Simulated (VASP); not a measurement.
Set up this calculation in VASP 6.6.1, as the native input.

```
Task                   : single point
Functional             : PBEsol
Potentials or basis    : VASP PAW PBE potentials, release 64 (Ti_sv)
Cutoff                 : 520 eV
k mesh                 : 12 × 12 × 18
Occupations            : gaussian, width 0.1 eV
Spin                   : no spin polarisation
Dipole correction      : no
Further INCAR settings : ALGO = Fast; EDIFF = 1e-06; NBANDS = 25
```

The structure of Ti lies in POSCAR:

```
Ti
1.0
    4.6055958533      0.0000000000      0.0000000000
   -2.3027979267      3.9885630085      0.0000000000
    0.0000000000      0.0000000000      2.8547695215
Ti
3
Direct
    0.0000000000      0.0000000000      0.0000000000
    0.3333333333      0.6666666667      0.5000000000
    0.6666666667      0.3333333333      0.5000000000
```

This isn't the form of Ti at room conditions, which is hcp.

This cell differs from its parent crystal: equal strain along all axes, cell held: +2.0 %.

These files were run (other wordings do the same):

INCAR

```
ALGO = Fast ; EDIFF = 1E-6
ENCUT = 520 ; GGA = PS
ISIF = 2 ; ISMEAR = 0
LASPH = True ; LCHARG = False
LREAL = False ; LWAVE = False
NBANDS = 25 ; NELM = 60
PREC = Accurate ; SIGMA = 0.1
```

KPOINTS

```
k-points
0
Gamma
  12 12 18
```

Potentials or basis: VASP PAW PBE potentials, release 64 (Ti_sv).

Run with:

```bash
$ cat potpaw_PBE.64/Ti_sv/POTCAR > POTCAR
$ mpirun -np 1 vasp_std > vasp.out
```

Results of the run:

* Pressure: -6.6 GPa
* Band gap on the k mesh: zero (bands 18 and 19 overlap by 0.30 eV)

Caveat: the cell differs from its parent crystal (equal strain along all axes, cell held: +2.0 %); the cell stands under tension; the PAW data sets were made with another functional, which shifts forces and pressure a little.

Run time: 6.8 min on 1 thread of Intel(R) Xeon(R) 6975P-C (Granite Rapids), on a shared host, peak memory 0.3 GiB.
